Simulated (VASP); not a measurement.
Sr3Zn2H:

```
CELL_PARAMETERS angstrom
3.77618 0.00000 0.00000
0.00000 3.77618 0.00000
0.00000 0.00000 8.02977
ATOMIC_POSITIONS crystal
Sr 0.50000 0.00000 0.99985
Sr 0.00000 0.50000 0.99985
Sr 0.50000 0.50000 0.37714
Zn 0.50000 0.50000 0.73655
Zn 0.00000 0.00000 0.26487
H 0.00000 0.00000 0.62175
```

The cell was generated, and may not be a known phase.

| Quantity | Value |
| --- | --- |
| Program | VASP 6.6.1 |
| Task | relaxation of cell and atoms |
| Functional | PBE |
| Potentials or basis | VASP PAW PBE potentials, release 64 (Sr_sv, Zn, H) |
| Cutoff | 600 eV |
| k mesh | 4 × 4 × 2 |
| Occupations | gaussian, width 0.1 eV |
| Spin | no spin polarisation |

At the start: pressure 28.3 GPa; volume 19.08 Å³/atom.

Question: Where does the relaxation end?

Answer: Over 70 steps the energy falls by 1276.3 meV/atom and the volume is 36.70 Å³/atom (+92.3 %); space group P4mm (No. 99, to 0.1 Å) before and after.

Step by step:
```csv
step,energy change (eV),largest force (eV/Å),pressure (GPa),volume (Å³)
1,0.0000,2.8737,28.32,114.50
3,-5.3945,0.4747,1.22,195.11
5,-5.4604,0.5163,-0.22,215.91
7,-5.7188,0.6459,-0.12,215.08
9,-5.9777,1.2504,0.17,216.86
11,-6.1616,0.2534,-0.30,222.23
13,-6.2042,0.2760,-0.10,219.00
15,-6.2594,0.9694,4.21,181.03
17,-6.3046,0.7853,2.42,192.74
19,-6.3627,0.8459,2.76,190.23
21,-6.5591,0.5227,4.61,179.29
23,-6.7436,2.4379,4.48,184.96
25,-6.7985,1.4621,4.37,183.66
27,-7.2186,0.7027,0.69,206.92
29,-7.2406,0.5219,-0.21,214.32
31,-7.2736,0.1971,-0.10,212.05
33,-7.2784,0.2478,0.00,210.45
35,-7.3029,0.1870,0.09,209.01
37,-7.3182,0.7141,0.64,202.57
39,-7.3395,0.3995,0.26,205.95
41,-7.3440,0.3600,-0.77,213.07
43,-7.3663,0.1651,-0.19,208.43
45,-7.3800,0.3411,0.21,204.29
47,-7.4156,0.2080,0.49,201.19
49,-7.4208,0.1995,0.72,199.36
51,-7.4444,0.2235,-0.19,207.37
53,-7.4728,0.1827,-0.14,208.95
55,-7.6187,0.3092,0.34,215.41
57,-7.6298,0.2839,0.09,219.67
59,-7.6449,0.0953,-0.09,220.70
61,-7.6463,0.0831,-0.16,221.11
63,-7.6500,0.0821,0.11,218.51
65,-7.6528,0.0490,-0.07,220.79
67,-7.6564,0.0434,-0.02,220.29
69,-7.6569,0.0539,0.01,220.05
70,-7.6576,0.0388,-0.01,220.18
```

Final structure:
```
Sr Zn H
1.0
     5.79818    0.00000    0.00000
     0.00000    5.79818    0.00000
     0.00000    0.00000    6.54928
Sr Zn H
3 2 1
Direct
  0.50000 0.00000 0.79465
  0.00000 0.50000 0.79465
  0.50000 0.50000 0.30783
  0.50000 0.50000 0.79849
  0.00000 0.00000 0.49782
  0.00000 0.00000 0.80655
```

Caveat: the k points lie up to 0.48 Å⁻¹ apart in the final cell, too coarse for converged energies and pressures of a metal; the volume moved by over 15 % at a fixed basis, so the end points are rough.
